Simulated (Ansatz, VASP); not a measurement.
**GeSBr: VASP beside Ansatz**

```
S Ge Br
1.0
     0.00000    3.95046    0.00000
     3.95046    0.00000    0.00000
     1.97523    1.97523   -8.58617
S Ge Br
2 2 2
Direct
  0.09893 0.09893 0.80215
  0.90107 0.90107 0.19785
  0.50000 0.00000 0.00000
  0.00000 0.50000 0.00000
  0.31608 0.31608 0.36783
  0.68392 0.68392 0.63217
```

Alike in both runs: functional r2SCAN; k mesh 5 × 5 × 5; occupations gaussian, width 0.0143 eV; no spin polarisation.

Ansatz relaxed the structure, and its values are those at the end. VASP's run is a single point on that final structure, the one shown.

```csv
,VASP,Ansatz
version,VASP 6.6.1,Ansatz 0.2.0
potentials or method,"VASP PAW PBE potentials, release 64 (S, Ge_d, Br), cutoff 520 eV",PAW plane waves
valence electrons in the cell,54,54
```

Ansatz gave:

```
gap on the k mesh at the Fermi level (eV) : none
pressure (GPa)                            : 0.0
rms of the force components (eV/Å)        : 0.002
```

What did VASP give for the same quantities?

gap on the k mesh at the Fermi level (eV): none; pressure (GPa): -0.2; rms of the force components (eV/Å): 0.010.

VASP's potentials were made for PBE, not for r2SCAN. A gap of «none» marks a metal or a gap that the smearing closes. The functional is the same, so the differences come from potentials, cutoffs and numerics.
